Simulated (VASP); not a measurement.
# HfC (Fm-3m) in VASP: notebook

Runs on HfC. Level: r2SCAN. Tasks: single point, relaxation of cell and atoms.

All numbers are computed with VASP 6.6.1; they aren't measurements. Logs are shortened: lines on timing, memory, paths and dates and some standing lists are left out, and cuts for length are marked.

## Step 1: The cell of the first run

It takes space group Fm-3m (No. 225, cubic). Conventional cell: a = 4.641 Å, b = 4.641 Å, c = 4.641 Å, α = 90.00°, β = 90.00°, γ = 90.00°. Within 3.1 Å of Hf (site symmetry m-3m) lie 6 C at 2.32 Å. Within 3.1 Å of C (site symmetry m-3m) lie 6 Hf at 2.32 Å.

## Step 2: Single point, r2SCAN

The input, POSCAR:

```
HfC
1.0
    0.0000000000      2.3203967987      2.3203967987
    2.3203967987      0.0000000000      2.3203967987
    2.3203967987      2.3203967987      0.0000000000
Hf C
1 1
Direct
    0.5000000000      0.5000000000      0.5000000000
    0.0000000000      0.0000000000      0.0000000000
```

The input, INCAR.step1:

```
SYSTEM = HfC
PREC = Accurate ; ENCUT = 520
ISMEAR = 0 ; SIGMA = 0.1
LREAL = .False. ; LASPH = .True.
NELM = 100 ; NBANDS = 14
GGA = PE ; ALGO = Normal
EDIFF = 1E-4 ; LWAVE = .True.
LCHARG = .False.
```

The input, INCAR.step2:

```
SYSTEM = HfC
PREC = Accurate ; ENCUT = 520
EDIFF = 1E-6 ; ISMEAR = 0
SIGMA = 0.1 ; LREAL = .False.
LASPH = .True. ; NELM = 100
ALGO = Normal ; ISIF = 2
LWAVE = .False. ; LCHARG = .False.
METAGGA = R2SCAN ; LMIXTAU = .True.
NBANDS = 14 ; ISTART = 1
```

The input, KPOINTS:

```
regular mesh
0
Gamma
  16 16 16
  0 0 0
```

Potentials or basis: VASP PAW PBE potentials, release 64 (Hf_pv, C).

On the command line:

```sh
> cat potpaw_PBE.64/Hf_pv/POTCAR potpaw_PBE.64/C/POTCAR > POTCAR
> cp INCAR.step1 INCAR
> mpirun -np 1 vasp_std > vasp.out
> cp INCAR.step2 INCAR
> mpirun -np 1 vasp_std > vasp.out
```

OUTCAR:

```text
SYSTEM = HfC
   PREC = Accurate
   ENCUT = 520
   EDIFF = 1E-6
   ISMEAR = 0
   LREAL = .False.
   LASPH = .True.
   NELM = 100
   ISIF = 2
   METAGGA = R2SCAN
   ISTART = 1

 ion  position               nearest neighbor table
   1  0.500  0.500  0.500-   2 2.32   2 2.32   2 2.32   2 2.32   2 2.32   2 2.32
   2  0.000  0.000  0.000-   1 2.32   1 2.32   1 2.32   1 2.32   1 2.32   1 2.32

  LATTYP: Found a face centered cubic cell.
 ALAT       =     4.6407935974

  Lattice vectors:

 A1 = (   0.0000000000,   2.3203967987,   2.3203967987)
 A2 = (   2.3203967987,   0.0000000000,   2.3203967987)
 A3 = (   2.3203967987,   2.3203967987,   0.0000000000)

Analysis of symmetry for initial positions (statically):
=====================================================================
 Subroutine PRICEL returns:
 Original cell was already a primitive cell.

 Routine SETGRP: Setting up the symmetry group for a
 face centered cubic supercell.

 Subroutine GETGRP returns: Found 48 space group operations
 (whereof 48 operations were pure point group operations)
 out of a pool of 48 trial point group operations.

The static configuration has the point symmetry O_h .

Analysis of symmetry for dynamics (positions and initial velocities):
=====================================================================
 Subroutine PRICEL returns:
 Original cell was already a primitive cell.

 Routine SETGRP: Setting up the symmetry group for a
 face centered cubic supercell.

 Subroutine GETGRP returns: Found 48 space group operations
 (whereof 48 operations were pure point group operations)
 out of a pool of 48 trial point group operations.

The dynamic configuration has the point symmetry O_h .

 Subroutine INISYM returns: Found 48 space group operations
 (whereof 48 operations are pure point group operations),
 and found     1 'primitive' translations

----------------------------------------------------------------------------------------

                                     Primitive cell

  volume of cell :      24.9872

  direct lattice vectors                    reciprocal lattice vectors
     0.000000000  2.320396799  2.320396799    -0.215480387  0.215480387  0.215480387
     2.320396799  0.000000000  2.320396799     0.215480387 -0.215480387  0.215480387
     2.320396799  2.320396799  0.000000000     0.215480387  0.215480387 -0.215480387

  length of vectors
     3.281536623  3.281536623  3.281536623     0.373222978  0.373222978  0.373222978

  position of ions in fractional coordinates (direct lattice)
     0.500000000  0.500000000  0.500000000
     0.000000000  0.000000000  0.000000000

  ion indices of the primitive-cell ions
   primitive index   ion index
                 1           1
                 2           2

----------------------------------------------------------------------------------------

 KPOINTS: regular mesh

Automatic generation of k-mesh.
 Grid dimensions read from file:
 generate k-points for:   16   16   16

 Generating k-lattice:

  Cartesian coordinates                     Fractional coordinates (reciprocal lattice)
    -0.013467524  0.013467524  0.013467524     0.062500000  0.000000000  0.000000000
     0.013467524 -0.013467524  0.013467524     0.000000000  0.062500000  0.000000000
     0.013467524  0.013467524 -0.013467524     0.000000000  0.000000000  0.062500000

  Length of vectors
     0.023326436  0.023326436  0.023326436

  Shift w.r.t. Gamma in fractional coordinates (k-lattice)
     0.000000000  0.000000000  0.000000000

 Subroutine IBZKPT returns following result:
 ===========================================

 Found    145 irreducible k-points:

 Following reciprocal coordinates:
            Coordinates               Weight
  0.000000  0.000000  0.000000      1.000000
  0.062500  0.000000  0.000000      8.000000
  0.125000  0.000000  0.000000      8.000000
  0.187500  0.000000  0.000000      8.000000
  0.250000  0.000000  0.000000      8.000000
  0.312500  0.000000  0.000000      8.000000
[... 16 lines left out ...]
 -0.125000  0.062500  0.000000     24.000000
 -0.062500  0.062500  0.000000     12.000000
 [... further k-points ...]
   k-points           NKPTS =    145   k-points in BZ     NKDIM =    145   number of bands    NBANDS=     14
   number of dos      NEDOS =    301   number of ions     NIONS =      2
   total plane-waves  NPLWV =  13824
   dimension x,y,z NGX =    24 NGY =   24 NGZ =   24
   dimension x,y,z NGXF=    48 NGYF=   48 NGZF=   48
   ions per type =               1   1
   NGX,Y,Z   is equivalent  to a cutoff of  12.16, 12.16, 12.16 a.u.
   NGXF,Y,Z  is equivalent  to a cutoff of  24.32, 24.32, 24.32 a.u.
 SYSTEM =  HfC
   PREC   = accura    normal or accurate (medium, high low for compatibility)
   ISTART =      1    job   : 0-new  1-cont  2-samecut
   ICHARG =      0    charge: 1-file 2-atom 10-const
   ISPIN  =      1    spin polarized calculation?
   LNONCOLLINEAR =      F non collinear calculations
   LSORBIT =      F    spin-orbit coupling
   LASPH  =      T    aspherical Exc in radial PAW
   ENCUT  =  520.0 eV  38.22 Ry    6.18 a.u.   6.10  6.10  6.10*2*pi/ulx,y,z
   NELM   =    100;   NELMIN=  2; NELMDL=  0     # of ELM steps
   EDIFF  = 0.1E-05   stopping-criterion for ELM
   LREAL  =      F    real-space projection
   EDIFFG = 0.1E-04   stopping-criterion for IOM
   NSW    =      0    number of steps for IOM
   IBRION =     -1    ionic relax: 0-MD 1-quasi-New 2-CG
   NFREE  =      0    steps in history (QN), initial steepest desc. (CG)
   ISIF   =      2    stress and relaxation
   ISYM   =      2    0-nonsym 1-usesym 2-fastsym
   POTIM  = 0.5000    time-step for ionic-motion
   TEBEG  =    0.0;   TEEND  =   0.0 temperature during run
   PSTRESS=    0.0 pullay stress
   NELECT =      14.0000    total number of electrons
   NUPDOWN=      -1.0000    fix difference up-down
   EMIN   =  10.00;   EMAX   =-10.00  energy-range for DOS
   EFERMI =   0.00;   METHOD = LEGACY
   ISMEAR =     0;   SIGMA  =   0.10  broadening in eV -4-tet -1-fermi 0-gaus
   EFERMI_NEDOS =   21; number of points for ismear=-14 and -15
   IALGO  =     38    algorithm
   IMIX   =      4    mixing-type and parameters
     AMIX     =   0.40;   BMIX     =  1.00
     AMIX_MAG =   1.60;   BMIX_MAG =  1.00
  volume/ion in A,a.u.               =      12.49        84.31
  Fermi-wavevector in a.u.,A,eV,Ry     =   1.349621  2.550414 24.782708  1.821478
  Thomas-Fermi vector in A             =   2.477193
   LORBIT       =      0    0 simple, 1 ext, 2 COOP (PROOUT), +10 PAW based schemes
   METAGGA = R2SCAN    functional components
   LHFCALC =     F    Hartree Fock is set to
   AEXX    =    0.0000 exact exchange contribution
   IVDW    =     0    specifies the selected vdW correction
   LEPSILON=     F    determine dielectric tensor
   LRPA    =     F    only Hartree local field effects (RPA)
 non-spin polarized calculation
 Gauss-broadening in eV      SIGMA  =   0.10
  energy-cutoff  :      520.00
  volume of cell :       24.99
 maximum number of plane-waves:       692
   NGX = 13   NGY = 13   NGZ = 13

 number of electron      14.0000001 magnetization

 Free energy of the ion-electron system (eV)
  ---------------------------------------------------
  ext. energy  EPLUGINS =         0.00000000
  ---------------------------------------------------
  free energy    TOTEN  =       -57.34184719 eV

  energy without entropy =      -57.34009814  energy(sigma->0) =      -57.34097267

 E-fermi :   5.9280     XC(G=0): -13.1357

 val. band max:        5.9201497650   @ k =   0.5000   0.4375   0.0000
 cond. band min:       5.9327860182   @ k =   0.1250   0.1250   0.0000
 fundamental gap:      0.0126362532
 Fermi energy:         5.9280091111

 k-point     1 :       0.0000    0.0000    0.0000
  band No.  band energies     occupation
      1     -24.7832      2.00000
      2     -24.7832      2.00000
      3     -24.7832      2.00000
      4      -7.1256      2.00000
      5       6.9480      0.00000
      6       6.9480      0.00000
      7       6.9480      0.00000
      8       7.5767      0.00000
      9       7.5767      0.00000
     10       7.5767      0.00000
     11       9.5008      0.00000
     12       9.5008      0.00000
     13      13.4779      0.00000
     14      17.7198      0.00000

 k-point     2 :       0.0625    0.0000    0.0000
  band No.  band energies     occupation
      1     -24.8118      2.00000
      2     -24.7858      2.00000
      3     -24.7858      2.00000
      4      -7.0245      2.00000
      5       6.2303      0.00002
      6       6.4349      0.00000
      7       6.4349      0.00000
      8       7.7847      0.00000
      9       7.7847      0.00000
     10       8.0399      0.00000
     11      10.0196      0.00000
     12      10.0197      0.00000
     13      13.7132      0.00000
     14      18.0049      0.00000

 k-point     3 :       0.1250    0.0000    0.0000
  band No.  band energies     occupation
      1     -24.8924      2.00000
      2     -24.7932      2.00000
      3     -24.7932      2.00000
      4      -6.7292      2.00000
      5       5.1218      2.00000
      6       5.5921      2.00000
      7       5.5921      2.00000
      8       8.1367      0.00000
      9       8.1367      0.00000
     10       8.4925      0.00000
     11      11.1415      0.00000
     12      11.1416      0.00000
     13      14.3266      0.00000
     14      18.7218      0.00000

 k-point     4 :       0.1875    0.0000    0.0000
  band No.  band energies     occupation
      1     -25.0107      2.00000
      2     -24.8042      2.00000
      3     -24.8042      2.00000
      4      -6.2634      2.00000
      5       3.9424      2.00000
      6       4.7782      2.00000
      7       4.7782      2.00000
      8       8.6341      0.00000
      9       8.6341      0.00000
     10       8.8493      0.00000
     11      12.4744      0.00000
     12      12.4744      0.00000
     13      15.0969      0.00000
     14      18.7218      0.00000

 k-point     5 :       0.2500    0.0000    0.0000
  band No.  band energies     occupation
      1     -25.1466      2.00000
      2     -24.8171      2.00000
      3     -24.8171      2.00000
      4      -5.6631      2.00000
      5       2.7788      2.00000
      6       4.0751      2.00000
      7       4.0751      2.00000
      8       9.2411      0.00000
      9       9.2762      0.00000
     10       9.2763      0.00000
     11      13.8749      0.00000
[... 276 lines left out ...]
 k-point    22 :      -0.1875    0.0625    0.0000
  band No.  band energies     occupation
      1     -25.0598      2.00000
      2     -24.8362      2.00000
      3     -24.7989      2.00000
      4      -6.0087      2.00000
      5       3.3993      2.00000
      6       4.2961      2.00000
      7       4.6643      2.00000
      8       8.5281      0.00000
      9       8.9228      0.00000
     10       9.5810      0.00000
     11      12.1132      0.00000
     12      13.7285      0.00000
     13      15.5554      0.00000
     14      18.7217      0.00000

 k-point    23 :      -0.1250    0.0625    0.0000
  band No.  band energies     occupation
      1     -24.9391      2.00000
      2     -24.8193      2.00000
      3     -24.7894      2.00000
      4      -6.5120      2.00000
      5       4.5012      2.00000
      6       5.0204      2.00000
      7       5.3602      2.00000
      8       8.0370      0.00000
      9       8.6574      0.00000
     10       8.9691      0.00000
     11      10.9264      0.00000
     12      12.3446      0.00000
     13      14.8038      0.00000
     14      18.7218      0.00000

 k-point    24 :      -0.0625    0.0625    0.0000
  band No.  band energies     occupation
      1     -24.8513      2.00000
      2     -24.8016      2.00000
      3     -24.7848      2.00000
      4      -6.8599      2.00000
      5       5.5309      2.00000
      6       5.8106      1.90312
      7       6.0190      0.19828
      8       7.7443      0.00000
      9       8.3504      0.00000
     10       8.3974      0.00000
     11      10.1293      0.00000
     12      11.0624      0.00000
     13      14.0983      0.00000
     14      18.4565      0.00000

 [... further k-points ...]
[... 5 lines left out ...]
  --------------------------------------------------------------------------------------
  -------------------------------------------------------------------------------------
  Total       -0.1682169     -0.1682169     -0.1682169      0.0000000      0.0000000      0.0000000
  in kB      -10.7860779    -10.7860779    -10.7860779      0.0000000      0.0000000      0.0000000
  external PRESSURE =     -10.7860779 kB  Pullay stress =       0.0000000 kB

 VOLUME and BASIS-vectors are now :
 -----------------------------------------------------------------------------
  energy-cutoff  :      520.00
  volume of cell :       24.99
      direct lattice vectors                 reciprocal lattice vectors
     0.000000000  2.320396799  2.320396799    -0.215480387  0.215480387  0.215480387
     2.320396799  0.000000000  2.320396799     0.215480387 -0.215480387  0.215480387
     2.320396799  2.320396799  0.000000000     0.215480387  0.215480387 -0.215480387

 POSITION                                       TOTAL-FORCE (eV/Angst)
 -----------------------------------------------------------------------------------
      2.32040      2.32040      2.32040         0.000000     -0.000000     -0.000000
      0.00000      0.00000      0.00000        -0.000000      0.000000      0.000000
 -----------------------------------------------------------------------------------
    total drift:                                0.000000     -0.000000      0.000000

  FREE ENERGIE OF THE ION-ELECTRON SYSTEM (eV)
  ---------------------------------------------------
  free  energy   TOTEN  =       -57.3418471941 eV

  energy  without entropy=      -57.3400981366  energy(sigma->0) =      -57.34097267
```

Wall time 3.1 min (1 thread of Intel Xeon 8259CL, shared host); peak memory 0.19 GiB.

What came out:

| Quantity | Value |
| --- | --- |
| Free energy | -57.3418 eV |
| Pressure | -1.1 GPa |
| Band gap on the k mesh | zero (bands 7 and 8 overlap by 1.46 eV) |

Levels at points of the mesh, in eV from the Fermi level:
| k point | band 5 | band 6 | band 7 | band 8 | band 9 | band 10 |
| --- | --- | --- | --- | --- | --- | --- |
| (0.00, 0.00, 0.00) | 1.02 | 1.02 | 1.02 | 1.65 | 1.65 | 1.65 |
| (0.50, 0.00, 0.00) | -6.33 | -3.16 | -3.16 | 5.70 | 5.70 | 6.25 |
| (0.50, 0.50, 0.00) | -2.79 | -1.63 | -0.16 | -0.16 | 5.51 | 7.13 |

Caveat: the PAW data sets were made with another functional, which shifts forces and pressure a little; spin-orbit coupling is left out, which moves the levels of the heavy elements.

(Part 1 of 2 ends here.)
